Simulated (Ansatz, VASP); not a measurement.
One calculation of Sn, two programs

Contents of INCAR:

```
SYSTEM = Sn
PREC     = Accurate       ! precision mode
ENCUT    = 520            ! plane-wave cutoff, eV
EDIFF    = 1E-6           ! SCF threshold, eV
ISMEAR   = -1             ! smearing method
SIGMA    = 0.02           ! smearing width, eV
LREAL    = .False.        ! projectors in reciprocal space
LASPH    = .True.         ! aspherical terms in the spheres
NELM     = 150            ! most SCF steps
ALGO     = Normal         ! electronic algorithm
ISIF     = 2              ! what is computed and relaxed
LWAVE    = .False.        ! write WAVECAR
LCHARG   = .False.        ! write CHGCAR
LNONCOLLINEAR= .True.         ! non-collinear magnetism
MAGMOM   = 0 0 0 0 0 0    ! initial moments
LORBIT   = 11             ! projections on sites
LSORBIT  = .True.         ! spin-orbit coupling
GGA_COMPAT= .False.      
LORBMOM  = .True.       
GGA      = PE             ! functional
NBANDS   = 40             ! bands
```

The input KPOINTS:

```
regular mesh
0
Gamma
  6 6 6
  0 0 0
```

POSCAR

```
Sn
1.0
    0.0000000000      3.2844597764      3.2844597764
    3.2844597764      0.0000000000      3.2844597764
    3.2844597764      3.2844597764      0.0000000000
Sn
2
Direct
    0.0000000000      0.0000000000      0.0000000000
    0.2500000000      0.2500000000      0.2500000000
```

Input for Ansatz:

```yaml
crystal:
  lattice:
    - [0.0, 3.2844597764, 3.2844597764]
    - [3.2844597764, 0.0, 3.2844597764]
    - [3.2844597764, 3.2844597764, 0.0]
  atoms:
    - { symbol: Sn, position: [0.0, 0.0, 0.0] }
    - { symbol: Sn, position: [0.25, 0.25, 0.25] }
kpoints:
  mp_grid: { grid: [6, 6, 6] }
  band_path:
    path:
      - [0.0, 0.0, 0.0]
      - [0.5, 0.0, 0.5]
      - [0.625, 0.25, 0.625]
      - [0.375, 0.375, 0.75]
      - [0.5, 0.5, 0.5]
      - [0.5, 0.25, 0.75]
    npoints: 1
hamiltonian:
  xc: pbe
scf:
  occupations: { method: fermi_dirac, width: 0.02 }
  n_extra_bands: 8
magnetization:
  noncollinear: true
  spin_orbit: true
output:
  forces: true
  stress: true
  eigenvalues: true
```

Alike in both runs: task single point; functional PBE; k mesh 6 × 6 × 6; occupations fermi-dirac, width 0.02 eV; non-collinear spin, spin-orbit coupling.

|  | VASP | Ansatz |
| --- | --- | --- |
| version | VASP 6.6.1 | Ansatz 0.2.0 |
| potentials or method | VASP PAW PBE potentials, release 64 (Sn_d) | plane waves, PAW |
| plane-wave cutoff (eV) | 520 | 420 |
| valence electrons in the cell | 28 | 28 |

```csv
,VASP,Ansatz,Ansatz less VASP
pressure (GPa),1.5,1.5,+0.01
net moment per atom (μB),0.00,0.00,0.000
```
